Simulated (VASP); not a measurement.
# InPd in VASP: further runs, part 2 of 2

VASP 6.6.1. Earlier steps stand in the parts before.

### Step 4. Single point, PBEsol (the cell strained)

INCAR

```
SYSTEM = InPd
ALGO     = Fast           ! electronic algorithm
EDIFF    = 1E-6           ! SCF threshold, eV
ENCUT    = 520            ! plane-wave cutoff, eV
GGA      = PS             ! functional
ISIF     = 2              ! what is computed and relaxed
ISMEAR   = 0              ! smearing method
LASPH    = .True.         ! aspherical terms in the spheres
LCHARG   = .False.        ! write CHGCAR
LREAL    = .False.        ! projectors in reciprocal space
LWAVE    = .False.        ! write WAVECAR
NBANDS   = 18             ! bands
NELM     = 100            ! most SCF steps
PREC     = Accurate       ! precision mode
SIGMA    = 0.15           ! smearing width, eV
```

KPOINTS

```
k-points
0
Gamma
  14 14 14
  0 0 0
```

POSCAR

```
InPd
1.0
    3.1329966199      0.0000000000      0.0000000000
    0.0000000000      3.1329966199      0.0000000000
    0.0000000000      0.0000000000      3.4738926252
In Pd
1 1
Direct
    0.0000000000      0.0000000000      0.0000000000
    0.5000000000      0.5000000000      0.5000000000
```

Potentials or basis: VASP PAW PBE potentials, release 64 (In_d, Pd).

On the command line:

```bash
$ cat potpaw_PBE.64/In_d/POTCAR potpaw_PBE.64/Pd/POTCAR > POTCAR
$ mpirun -np 1 vasp_std > vasp.out
```

OUTCAR:

```text
SYSTEM = InPd
   EDIFF = 1E-6
   ENCUT = 520
   GGA = PS
   ISIF = 2
   ISMEAR = 0
   LASPH = .True.
   LREAL = .False.
   NELM = 100
   PREC = Accurate

 ion  position               nearest neighbor table
   1  0.000  0.000  0.000-   2 2.82   2 2.82   2 2.82   2 2.82   2 2.82   2 2.82   2 2.82   2 2.82

   2  0.500  0.500  0.500-   1 2.82   1 2.82   1 2.82   1 2.82   1 2.82   1 2.82   1 2.82   1 2.82

  LATTYP: Found a simple tetragonal cell.
 ALAT       =     3.1329966199
 C/A-ratio  =     1.1088082902

  Lattice vectors:

 A1 = (   3.1329966199,   0.0000000000,   0.0000000000)
 A2 = (   0.0000000000,   3.1329966199,   0.0000000000)
 A3 = (   0.0000000000,   0.0000000000,   3.4738926252)

Analysis of symmetry for initial positions (statically):
=====================================================================
 Subroutine PRICEL returns:
 Original cell was already a primitive cell.

 Routine SETGRP: Setting up the symmetry group for a
 simple tetragonal supercell.

 Subroutine GETGRP returns: Found 16 space group operations
 (whereof 16 operations were pure point group operations)
 out of a pool of 16 trial point group operations.

The static configuration has the point symmetry D_4h.

Analysis of symmetry for dynamics (positions and initial velocities):
=====================================================================
 Subroutine PRICEL returns:
 Original cell was already a primitive cell.

 Routine SETGRP: Setting up the symmetry group for a
 simple tetragonal supercell.

 Subroutine GETGRP returns: Found 16 space group operations
 (whereof 16 operations were pure point group operations)
 out of a pool of 16 trial point group operations.

The dynamic configuration has the point symmetry D_4h.

 Subroutine INISYM returns: Found 16 space group operations
 (whereof 16 operations are pure point group operations),
 and found     1 'primitive' translations

----------------------------------------------------------------------------------------

                                     Primitive cell

  volume of cell :      34.0986

  direct lattice vectors                    reciprocal lattice vectors
     3.132996620  0.000000000  0.000000000     0.319183236  0.000000000  0.000000000
     0.000000000  3.132996620  0.000000000     0.000000000  0.319183236  0.000000000
     0.000000000  0.000000000  3.473892625     0.000000000  0.000000000  0.287861517

  length of vectors
     3.132996620  3.132996620  3.473892625     0.319183236  0.319183236  0.287861517

  position of ions in fractional coordinates (direct lattice)
     0.000000000  0.000000000  0.000000000
     0.500000000  0.500000000  0.500000000

  ion indices of the primitive-cell ions
   primitive index   ion index
                 1           1
                 2           2

----------------------------------------------------------------------------------------

 KPOINTS: k-points

Automatic generation of k-mesh.
 Grid dimensions read from file:
 generate k-points for:   14   14   14

 Generating k-lattice:

  Cartesian coordinates                     Fractional coordinates (reciprocal lattice)
     0.022798803  0.000000000  0.000000000     0.071428571  0.000000000  0.000000000
     0.000000000  0.022798803  0.000000000     0.000000000  0.071428571  0.000000000
     0.000000000  0.000000000  0.020561537     0.000000000  0.000000000  0.071428571

  Length of vectors
     0.022798803  0.022798803  0.020561537

  Shift w.r.t. Gamma in fractional coordinates (k-lattice)
     0.000000000  0.000000000  0.000000000

 Subroutine IBZKPT returns following result:
 ===========================================

 Found    288 irreducible k-points:

 Following reciprocal coordinates:
            Coordinates               Weight
  0.000000  0.000000  0.000000      1.000000
  0.071429  0.000000  0.000000      4.000000
  0.142857  0.000000  0.000000      4.000000
  0.214286  0.000000  0.000000      4.000000
  0.285714  0.000000  0.000000      4.000000
  0.357143  0.000000  0.000000      4.000000
[... 16 lines left out ...]
  0.285714  0.214286  0.000000      8.000000
  0.357143  0.214286  0.000000      8.000000
 [... further k-points ...]
   k-points           NKPTS =    288   k-points in BZ     NKDIM =    288   number of bands    NBANDS=     18
   number of dos      NEDOS =    301   number of ions     NIONS =      2
   total plane-waves  NPLWV =  16128
   dimension x,y,z NGX =    24 NGY =   24 NGZ =   28
   dimension x,y,z NGXF=    48 NGYF=   48 NGZF=   56
   ions per type =               1   1
   NGX,Y,Z   is equivalent  to a cutoff of  12.74, 12.74, 13.40 a.u.
   NGXF,Y,Z  is equivalent  to a cutoff of  25.47, 25.47, 26.80 a.u.
 SYSTEM =  InPd
   PREC   = accura    normal or accurate (medium, high low for compatibility)
   ISTART =      0    job   : 0-new  1-cont  2-samecut
   ICHARG =      2    charge: 1-file 2-atom 10-const
   ISPIN  =      1    spin polarized calculation?
   LNONCOLLINEAR =      F non collinear calculations
   LSORBIT =      F    spin-orbit coupling
   LASPH  =      T    aspherical Exc in radial PAW
   ENCUT  =  520.0 eV  38.22 Ry    6.18 a.u.   5.83  5.83  6.46*2*pi/ulx,y,z
   NELM   =    100;   NELMIN=  2; NELMDL= -5     # of ELM steps
   EDIFF  = 0.1E-05   stopping-criterion for ELM
   LREAL  =      F    real-space projection
   EDIFFG = 0.1E-04   stopping-criterion for IOM
   NSW    =      0    number of steps for IOM
   IBRION =     -1    ionic relax: 0-MD 1-quasi-New 2-CG
   NFREE  =      0    steps in history (QN), initial steepest desc. (CG)
   ISIF   =      2    stress and relaxation
   ISYM   =      2    0-nonsym 1-usesym 2-fastsym
   POTIM  = 0.5000    time-step for ionic-motion
   TEBEG  =    0.0;   TEEND  =   0.0 temperature during run
   PSTRESS=    0.0 pullay stress
   NELECT =      23.0000    total number of electrons
   NUPDOWN=      -1.0000    fix difference up-down
   EMIN   =  10.00;   EMAX   =-10.00  energy-range for DOS
   EFERMI =   0.00;   METHOD = LEGACY
   ISMEAR =     0;   SIGMA  =   0.15  broadening in eV -4-tet -1-fermi 0-gaus
   EFERMI_NEDOS =   21; number of points for ismear=-14 and -15
   IALGO  =     68    algorithm
   IMIX   =      4    mixing-type and parameters
     AMIX     =   0.40;   BMIX     =  1.00
     AMIX_MAG =   1.60;   BMIX_MAG =  1.00
  volume/ion in A,a.u.               =      17.05       115.05
  Fermi-wavevector in a.u.,A,eV,Ry     =   1.435728  2.713132 28.045873  2.061314
  Thomas-Fermi vector in A             =   2.554994
   LORBIT       =      0    0 simple, 1 ext, 2 COOP (PROOUT), +10 PAW based schemes
   GGA     = PS    functional components
   LHFCALC =     F    Hartree Fock is set to
   AEXX    =    0.0000 exact exchange contribution
   IVDW    =     0    specifies the selected vdW correction
   LEPSILON=     F    determine dielectric tensor
   LRPA    =     F    only Hartree local field effects (RPA)
 non-spin polarized calculation
 RMM-DIIS sequential band-by-band and
 Gauss-broadening in eV      SIGMA  =   0.15
  energy-cutoff  :      520.00
  volume of cell :       34.10
 maximum number of plane-waves:       960
 NGX is ok and might be reduce to    24
   NGX = 11   NGY = 11   NGZ = 13

 number of electron      23.0000009 magnetization

 Free energy of the ion-electron system (eV)
  ---------------------------------------------------
  ext. energy  EPLUGINS =         0.00000000
  ---------------------------------------------------
  free energy    TOTEN  =        -9.98453814 eV

  energy without entropy =       -9.97605882  energy(sigma->0) =       -9.98029848

 E-fermi :  10.7849     XC(G=0): -12.5562

 val. band max:       10.7714086539   @ k =   0.3571   0.0714   0.2143
 cond. band min:      10.7891322619   @ k =   0.3571   0.2143   0.0000
 fundamental gap:      0.0177236080
 Fermi energy:        10.7848589393

 k-point     1 :       0.0000    0.0000    0.0000
  band No.  band energies     occupation
      1      -4.3121      2.00000
      2      -4.1677      2.00000
      3      -3.7809      2.00000
      4      -3.7809      2.00000
      5      -3.7173      2.00000
      6       0.3873      2.00000
[... 10 lines left out ...]
     17      22.2782      0.00000
     18      25.7680      0.00000
[... 463 lines left out ...]
 k-point    24 :       0.3571    0.2143    0.0000
  band No.  band energies     occupation
      1      -4.0058      2.00000
      2      -3.9751      2.00000
      3      -3.9368      2.00000
      4      -3.8398      2.00000
      5      -3.8051      2.00000
      6       3.2126      2.00000
[... 10 lines left out ...]
     17      22.9239      0.00000
     18      22.9441      0.00000

 [... further k-points ...]

------------------------ aborting loop because EDIFF is reached ----------------------------------------

  FORCE on cell =-STRESS in cart. coord.  units (eV):
  Direction    XX          YY          ZZ          XY          YZ          ZX
  --------------------------------------------------------------------------------------
  -------------------------------------------------------------------------------------
  Total        0.3713529      0.3713529     -0.1717843      0.0000000      0.0000000     -0.0000000
  in kB       17.4486236     17.4486236     -8.0715674      0.0000000      0.0000000     -0.0000000
  external PRESSURE =       8.9418933 kB  Pullay stress =       0.0000000 kB

 VOLUME and BASIS-vectors are now :
 -----------------------------------------------------------------------------
  energy-cutoff  :      520.00
  volume of cell :       34.10
      direct lattice vectors                 reciprocal lattice vectors
     3.132996620  0.000000000  0.000000000     0.319183236  0.000000000  0.000000000
     0.000000000  3.132996620  0.000000000     0.000000000  0.319183236  0.000000000
     0.000000000  0.000000000  3.473892625     0.000000000  0.000000000  0.287861517

 POSITION                                       TOTAL-FORCE (eV/Angst)
 -----------------------------------------------------------------------------------
      0.00000      0.00000      0.00000         0.000000      0.000000      0.000000
      1.56650      1.56650      1.73695         0.000000      0.000000      0.000000
 -----------------------------------------------------------------------------------
    total drift:                                0.000000      0.000000     -0.000000

  FREE ENERGIE OF THE ION-ELECTRON SYSTEM (eV)
  ---------------------------------------------------
  free  energy   TOTEN  =        -9.9845381448 eV

  energy  without entropy=       -9.9760588154  energy(sigma->0) =       -9.98029848
```

Wall time 2.5 min (1 thread of Intel Xeon Platinum 8259CL at 2.50GHz (Skylake/Cascade Lake), shared host); peak memory 0.3 GiB.

Results:

* Free energy: -9.9845 eV
* Pressure: 0.9 GPa
* Band gap on the k mesh: zero (an odd number of electrons rules out a gap without spin polarisation)

Stress tensor (GPa, compression positive):
```
 1.74  0.00  0.00
 0.00  1.74  0.00
 0.00  0.00 -0.81
```

Levels at points of the mesh, in eV from the Fermi level:
```
           k point  band 9  band 10  band 11  band 12  band 13  band 14  band 15  band 16
(0.00, 0.00, 0.00)   -2.42    -2.42    -2.16     2.35     5.16     5.16     8.29    11.40
(0.50, 0.00, 0.00)   -3.84    -3.18    -2.50    -0.81     8.62     8.84     9.20    10.81
(0.50, 0.50, 0.00)   -3.01    -2.17    -2.17    -1.51     1.91     3.21     8.30    10.33
(0.00, 0.00, 0.50)   -3.20    -3.20    -2.23    -1.88     9.88     9.88    10.36    11.40
(0.50, 0.00, 0.50)   -2.73    -2.62    -2.38    -1.91     1.30     2.26    10.37    11.72
(0.50, 0.50, 0.50)   -1.94    -1.49     0.03     3.79     3.79     3.81     4.00     4.00
```

Caveat: the cell differs from its parent crystal (the cell strained); the PAW data sets were made with another functional, which shifts forces and pressure a little; spin-orbit coupling is left out, which moves the levels of the heavy elements.

### Step 5. Overview

```csv
cell,further INCAR settings,gap on the mesh (eV),pressure (GPa)
"a = 3.360, b = 3.360, c = 3.019 Å, 2 atoms, atomic positions A",ALGO = Fast; EDIFF = 1e-06; NBANDS = 18,none,1.7
"a = 3.360, b = 3.360, c = 3.019 Å, 2 atoms, atomic positions B",ALGO = Fast; EDIFF = 1e-07; NBANDS = 18,none,1.0
"a = 3.133, b = 3.133, c = 3.474 Å, 2 atoms, atomic positions B",ALGO = Fast; EDIFF = 1e-06; NBANDS = 18,none,0.9
```

Alike in all rows: task single point; level PBEsol; potentials or basis VASP PAW PBE potentials, release 64 (In_d, Pd); no spin polarisation; k mesh 14 × 14 × 14; cutoff (eV) 520; smearing gaussian 0.15 eV.

Caveats: the PAW data sets were made with another functional, which shifts forces and pressure a little; spin-orbit coupling is left out, which moves the levels of the heavy elements.

Absolute energies hang on the potentials; compare differences alone.
